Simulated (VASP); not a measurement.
# AgCl (Fm-3m) in VASP: further runs

AgCl is run at these levels: PBE+D3(BJ); tasks: single point, relaxation of cell and atoms.

All numbers are computed with VASP 6.6.1; they aren't measurements. Logs are shortened: lines on timing, memory, paths and dates and some standing lists are left out, and cuts for length are marked.

**1. The cell of the first run**

Symmetry: Fm-3m, No. 225, cubic system. Conventional cell: a = 5.545 Å, b = 5.545 Å, c = 5.545 Å, α = 90.00°, β = 90.00°, γ = 90.00°. Ag (site symmetry m-3m) has 6 Cl at 2.77 Å within 3.7 Å. Cl (site symmetry m-3m) has 6 Ag at 2.77 Å within 3.7 Å.

**2. Single point, PBE+D3(BJ)**

File INCAR:

```
SYSTEM = AgCl
PREC = Accurate
ENCUT = 500
EDIFF = 1E-6
ISMEAR = 0
SIGMA = 0.1
LREAL = .FALSE.
LASPH = .TRUE.
NELM = 120
ALGO = Normal
ISIF = 2
LWAVE = .FALSE.
LCHARG = .TRUE.
GGA = PE
IVDW = 12
LELF = .TRUE.
LVHAR = .TRUE.
NBANDS = 16
GGA_COMPAT = .FALSE.
```

File KPOINTS:

```
Automatic mesh
0
G
  6 6 6
  0 0 0
```

File POSCAR:

```
AgCl
1.0
    0.0000000000      2.7726630000      2.7726630000
    2.7726630000      0.0000000000      2.7726630000
    2.7726630000      2.7726630000      0.0000000000
Ag Cl
1 1
Direct
    0.0000000000      0.0000000000      0.0000000000
    0.5000000000      0.5000000000      0.5000000000
```

Potentials or basis: VASP PAW PBE potentials, release 64 (Ag, Cl).

The run is started by

```
> cat potpaw_PBE.64/Ag/POTCAR potpaw_PBE.64/Cl/POTCAR > POTCAR
> mpirun -np 1 vasp_std > vasp.out
```

OUTCAR:

```text
SYSTEM = AgCl
   PREC = Accurate
   ENCUT = 500
   EDIFF = 1E-6
   ISMEAR = 0
   LREAL = .FALSE.
   LASPH = .TRUE.
   NELM = 120
   ISIF = 2
   GGA = PE
   IVDW = 12
 IVDW          = 12

 ion  position               nearest neighbor table
   1  0.000  0.000  0.000-   2 2.77   2 2.77   2 2.77   2 2.77   2 2.77   2 2.77
   2  0.500  0.500  0.500-   1 2.77   1 2.77   1 2.77   1 2.77   1 2.77   1 2.77

  LATTYP: Found a face centered cubic cell.
 ALAT       =     5.5453260000

  Lattice vectors:

 A1 = (   0.0000000000,   2.7726630000,   2.7726630000)
 A2 = (   2.7726630000,   0.0000000000,   2.7726630000)
 A3 = (   2.7726630000,   2.7726630000,   0.0000000000)

Analysis of symmetry for initial positions (statically):
=====================================================================
 Subroutine PRICEL returns:
 Original cell was already a primitive cell.

 Routine SETGRP: Setting up the symmetry group for a
 face centered cubic supercell.

 Subroutine GETGRP returns: Found 48 space group operations
 (whereof 48 operations were pure point group operations)
 out of a pool of 48 trial point group operations.

The static configuration has the point symmetry O_h .

Analysis of symmetry for dynamics (positions and initial velocities):
=====================================================================
 Subroutine PRICEL returns:
 Original cell was already a primitive cell.

 Routine SETGRP: Setting up the symmetry group for a
 face centered cubic supercell.

 Subroutine GETGRP returns: Found 48 space group operations
 (whereof 48 operations were pure point group operations)
 out of a pool of 48 trial point group operations.

The dynamic configuration has the point symmetry O_h .

 Subroutine INISYM returns: Found 48 space group operations
 (whereof 48 operations are pure point group operations),
 and found     1 'primitive' translations

----------------------------------------------------------------------------------------

                                     Primitive cell

  volume of cell :      42.6306

  direct lattice vectors                    reciprocal lattice vectors
     0.000000000  2.772663000  2.772663000    -0.180332049  0.180332049  0.180332049
     2.772663000  0.000000000  2.772663000     0.180332049 -0.180332049  0.180332049
     2.772663000  2.772663000  0.000000000     0.180332049  0.180332049 -0.180332049

  length of vectors
     3.921137618  3.921137618  3.921137618     0.312344271  0.312344271  0.312344271

  position of ions in fractional coordinates (direct lattice)
     0.000000000  0.000000000  0.000000000
[... 71 lines left out ...]
   EDIFFG = 0.1E-04   stopping-criterion for IOM
   NSW    =      0    number of steps for IOM
   IBRION =     -1    ionic relax: 0-MD 1-quasi-New 2-CG
   NFREE  =      0    steps in history (QN), initial steepest desc. (CG)
   ISIF   =      2    stress and relaxation
   ISYM   =      2    0-nonsym 1-usesym 2-fastsym
   POTIM  = 0.5000    time-step for ionic-motion
   TEBEG  =    0.0;   TEEND  =   0.0 temperature during run
   PSTRESS=    0.0 pullay stress
   NELECT =      18.0000    total number of electrons
   NUPDOWN=      -1.0000    fix difference up-down
   EMIN   =  10.00;   EMAX   =-10.00  energy-range for DOS
   EFERMI =   0.00;   METHOD = LEGACY
   ISMEAR =     0;   SIGMA  =   0.10  broadening in eV -4-tet -1-fermi 0-gaus
   EFERMI_NEDOS =   21; number of points for ismear=-14 and -15
   IALGO  =     38    algorithm
   IMIX   =      4    mixing-type and parameters
     AMIX     =   0.40;   BMIX     =  1.00
     AMIX_MAG =   1.60;   BMIX_MAG =  1.00
  volume/ion in A,a.u.               =      21.32       143.84
  Fermi-wavevector in a.u.,A,eV,Ry     =   1.228170  2.320905 20.523058  1.508402
  Thomas-Fermi vector in A             =   2.363106
   LORBIT       =      0    0 simple, 1 ext, 2 COOP (PROOUT), +10 PAW based schemes
   GGA     = PE    functional components
   LHFCALC =     F    Hartree Fock is set to
   AEXX    =    0.0000 exact exchange contribution
   IVDW    =    12    specifies the selected vdW correction
   LEPSILON=     F    determine dielectric tensor
   LRPA    =     F    only Hartree local field effects (RPA)
 non-spin polarized calculation
 Gauss-broadening in eV      SIGMA  =   0.10
  energy-cutoff  :      500.00
  volume of cell :       42.63
 maximum number of plane-waves:      1106
 NGX is ok and might be reduce to    30
   NGX = 15   NGY = 15   NGZ = 15

 number of electron      18.0000005 magnetization

 Free energy of the ion-electron system (eV)
  ---------------------------------------------------
  ext. energy  EPLUGINS =         0.00000000
  ---------------------------------------------------
  free energy    TOTEN  =        -5.39366993 eV

  energy without entropy =       -5.39366993  energy(sigma->0) =       -5.39366993

 E-fermi :   4.2831     XC(G=0):  -9.9679

 val. band max:        3.8247000131   @ k =   0.5000   0.0000   0.0000
 cond. band min:       4.7329779227   @ k =   0.0000   0.0000   0.0000
 fundamental gap:      0.9082779096
 Fermi energy:         4.2830635788

 k-point     1 :       0.0000    0.0000    0.0000
  band No.  band energies     occupation
      1     -11.3272      2.00000
      2       1.3830      2.00000
      3       1.3830      2.00000
      4       1.3830      2.00000
      5       1.4241      2.00000
      6       1.4241      2.00000
[... 281 lines left out ...]
      3      -0.1848      2.00000
      4       0.1152      2.00000
      5       1.6508      2.00000
      6       1.8623      2.00000
[... 8 lines left out ...]
     15      18.1359      0.00000
     16      18.9666      0.00000

------------------------ aborting loop because EDIFF is reached ----------------------------------------

 Edisp (eV)   -0.66318

 E8    (eV) :    -0.2663

  FORCE on cell =-STRESS in cart. coord.  units (eV):
  Direction    XX          YY          ZZ          XY          YZ          ZX
  --------------------------------------------------------------------------------------
  -------------------------------------------------------------------------------------
  Total      -0.27452    -0.27452    -0.27452     0.00000     0.00000    -0.00000
  in kB     -10.31717   -10.31717   -10.31717     0.00000     0.00000    -0.00000
  external pressure =      -10.32 kB  Pullay stress =        0.00 kB

 VOLUME and BASIS-vectors are now :
 -----------------------------------------------------------------------------
  energy-cutoff  :      500.00
  volume of cell :       42.63
      direct lattice vectors                 reciprocal lattice vectors
     0.000000000  2.772663000  2.772663000    -0.180332049  0.180332049  0.180332049
     2.772663000  0.000000000  2.772663000     0.180332049 -0.180332049  0.180332049
     2.772663000  2.772663000  0.000000000     0.180332049  0.180332049 -0.180332049

 POSITION                                       TOTAL-FORCE (eV/Angst)
 -----------------------------------------------------------------------------------
      0.00000      0.00000      0.00000         0.000000      0.000000      0.000000
      2.77266      2.77266      2.77266         0.000000      0.000000      0.000000
 -----------------------------------------------------------------------------------
    total drift:                               -0.000000      0.000000      0.000000

  FREE ENERGIE OF THE ION-ELECTRON SYSTEM (eV)
  ---------------------------------------------------
  free  energy   TOTEN  =        -6.0568548207 eV

  energy  without entropy=       -6.0568548207  energy(sigma->0) =       -6.05685482
```

OSZICAR:

```text
N       E                     dE             d eps       ncg     rms          rms(c)
DAV:   1     0.988333587120E+02    0.98833E+02   -0.84786E+03   528   0.988E+02
DAV:   2    -0.197888547288E+01   -0.10081E+03   -0.93296E+02   608   0.218E+02
DAV:   3    -0.555177712008E+01   -0.35729E+01   -0.35636E+01   688   0.431E+01
DAV:   4    -0.557663670208E+01   -0.24860E-01   -0.24858E-01   608   0.381E+00
DAV:   5    -0.557696802895E+01   -0.33133E-03   -0.33132E-03   656   0.434E-01    0.616E+00
DAV:   6    -0.539823597263E+01    0.17873E+00   -0.24620E-01   640   0.640E+00    0.400E+00
DAV:   7    -0.539418791092E+01    0.40481E-02   -0.94597E-02   584   0.204E+00    0.197E+00
DAV:   8    -0.539352183515E+01    0.66608E-03   -0.46069E-03   592   0.695E-01    0.302E-01
DAV:   9    -0.539360020663E+01   -0.78371E-04   -0.48890E-04   664   0.272E-01    0.379E-02
DAV:  10    -0.539366621410E+01   -0.66007E-04   -0.93005E-05   600   0.851E-02    0.316E-02
DAV:  11    -0.539366982266E+01   -0.36086E-05   -0.44509E-06   608   0.146E-02    0.371E-03
DAV:  12    -0.539366993433E+01   -0.11167E-06   -0.51142E-07   384   0.560E-03
   1 F= -.60568548E+01 E0= -.60568548E+01  d E =-.201401E-11
```

Run time: 28 s. Hardware: 1 thread of AMD EPYC 7R13, shared host; peak memory 0.18 GiB.

What came out:

```yaml
Free_energy: -6.0569 eV
Pressure: -1.0 GPa
Band_gap_on_the_k_mesh: 0.91 eV (least direct gap 3.23 eV)
Dispersion_energy_per_atom: -0.332 eV
```

**3. Single point, PBE+D3(BJ)**

This run uses another cell than the first one, of 20.93 Å³/atom.

File INCAR:

```
PREC = Accurate
ENCUT = 500
EDIFF = 1E-6
ISMEAR = 0
SIGMA = 0.02
LREAL = F
LASPH = T
NELM = 120
ALGO = Normal
ISIF = 2
LWAVE = F
LCHARG = F
GGA = PE
IVDW = 12
NBANDS = 16
GGA_COMPAT = F
```

File KPOINTS:

```
Automatic mesh
0
Gamma
  8 8 8
```

File POSCAR:

```
AgCl
1.0
    0.0000000000      2.7560340195      2.7560340195
    2.7560340195      0.0000000000      2.7560340195
    2.7560340195      2.7560340195      0.0000000000
Ag Cl
1 1
Direct
    0.0000000000      0.0000000000      0.0000000000
    0.5000000000      0.5000000000      0.5000000000
```

Potentials or basis: VASP PAW PBE potentials, release 64 (Ag, Cl).

The run is started by

```
> cat potpaw_PBE.64/Ag/POTCAR potpaw_PBE.64/Cl/POTCAR > POTCAR
> mpirun -np 1 vasp_std > vasp.out
```

Run time: 27 s. Hardware: 1 thread of AMD EPYC 7R13, shared host; peak memory 0.17 GiB.

Results (log left out):

```yaml
Free_energy: -6.0599 eV
Pressure: -0.2 GPa
Band_gap_on_the_k_mesh: 0.90 eV (least direct gap 3.24 eV)
Dispersion_energy_per_atom: -0.338 eV
```

Levels at points of the mesh, in eV from the valence-band top:
| k point | band 7 | band 8 | band 9 | band 10 | band 11 | band 12 |
| --- | --- | --- | --- | --- | --- | --- |
| (0.00, 0.00, 0.00) | -2.40 | -2.40 | -2.40 | 0.90 | 10.85 | 10.85 |
| (0.50, 0.00, 0.00) | -1.81 | 0.00 | 0.00 | 4.19 | 6.64 | 7.64 |
| (0.50, 0.50, 0.00) | -2.01 | -2.01 | -1.91 | 2.35 | 8.00 | 8.69 |

**4. Relaxation of cell and atoms, PBE+D3(BJ)**

File INCAR:

```
  ALGO = Normal
  EDIFF = 1E-7
  EDIFFG = -0.002
  ENCUT = 500
  GGA = PE
  GGA_COMPAT = False
  IBRION = 2
  ISIF = 3
  ISMEAR = 0
  IVDW = 12
  LASPH = True
  LCHARG = False
  LREAL = False
  LWAVE = False
  NELM = 120
  NELMIN = 4
  NSW = 100
  PREC = Accurate
  SIGMA = 0.02
```

File KPOINTS:

```
k-points
0
Gamma
  8 8 8
```

File POSCAR:

```
AgCl
1.0
    0.0000000000      2.7726630000      2.7726630000
    2.7726630000      0.0000000000      2.7726630000
    2.7726630000      2.7726630000      0.0000000000
Ag Cl
1 1
Direct
    0.0000000000      0.0000000000      0.0000000000
    0.5000000000      0.5000000000      0.5000000000
```

The run is started by

```
> cat potpaw_PBE.64/Ag/POTCAR potpaw_PBE.64/Cl/POTCAR > POTCAR
> mpirun -np 1 vasp_std > vasp.out
```

Wall time 60 s (1 thread of AMD EPYC 7R13, shared host); peak memory 0.19 GiB.

The run converged. Its results:

```
Free energy                           : -6.0604 eV
Relaxed volume                        : 20.86 Å³/atom
Relaxed cell                          : a = 3.893 Å, b = 3.893 Å, c = 3.893 Å, α = 60.00°, β = 60.00°, γ = 60.00°
Space group after relaxing (to 0.1 Å) : Fm-3m (No. 225)
Energy gained by relaxing             : 1.5 meV/atom
Ionic steps                           : 3
Pressure after relaxing               : 0.0 GPa
Band gap on the k mesh                : 0.90 eV (least direct gap 3.25 eV)
Dispersion energy per atom            : -0.339 eV
```

Step by step:
| step | energy change (eV) | largest force (eV/Å) | pressure (GPa) | volume (Å³) |
| --- | --- | --- | --- | --- |
| 1 | 0.0000 | 0.0000 | -1.03 | 42.63 |
| 2 | -0.0030 | 0.0000 | -0.09 | 41.79 |
| 3 | -0.0030 | 0.0000 | 0.00 | 41.72 |

Final structure:
```xyz
2
Lattice="0.0000 2.7528 2.7528 2.7528 0.0000 2.7528 2.7528 2.7528 0.0000" Properties=species:S:1:pos:R:3 pbc="T T T"
Ag    0.0000    0.0000    0.0000
Cl    2.7528    2.7528    2.7528
```

Levels at points of the mesh, in eV from the valence-band top:
```tsv
k point	band 7	band 8	band 9	band 10	band 11	band 12
(0.00, 0.00, 0.00)	-2.42	-2.42	-2.42	0.90	10.84	10.84
(0.50, 0.00, 0.00)	-1.82	0.00	0.00	4.18	6.66	7.63
(0.50, 0.50, 0.00)	-2.02	-2.02	-1.92	2.35	7.99	8.71
```

**5. Summary**

| task | cell | k mesh | smearing | gap on the mesh (eV) | pressure (GPa) |
| --- | --- | --- | --- | --- | --- |
| single point | a = 3.921 Å, angles 60.0°, 2 atoms | 6 × 6 × 6 | gaussian 0.1 eV | 0.91 | -1.0 |
| single point | a = 3.898 Å, angles 60.0°, 2 atoms | 8 × 8 × 8 | gaussian 0.02 eV | 0.90 | -0.2 |
| relaxation of cell and atoms | relaxed from a = 3.921 Å, angles 60.0°, 2 atoms | 8 × 8 × 8 | gaussian 0.02 eV | 0.90 | 0.0 |

Alike in all rows: level PBE+D3(BJ); potentials or basis VASP PAW PBE potentials, release 64 (Ag, Cl); no spin polarisation; cutoff (eV) 500.

Absolute energies hang on the potentials; compare differences alone.
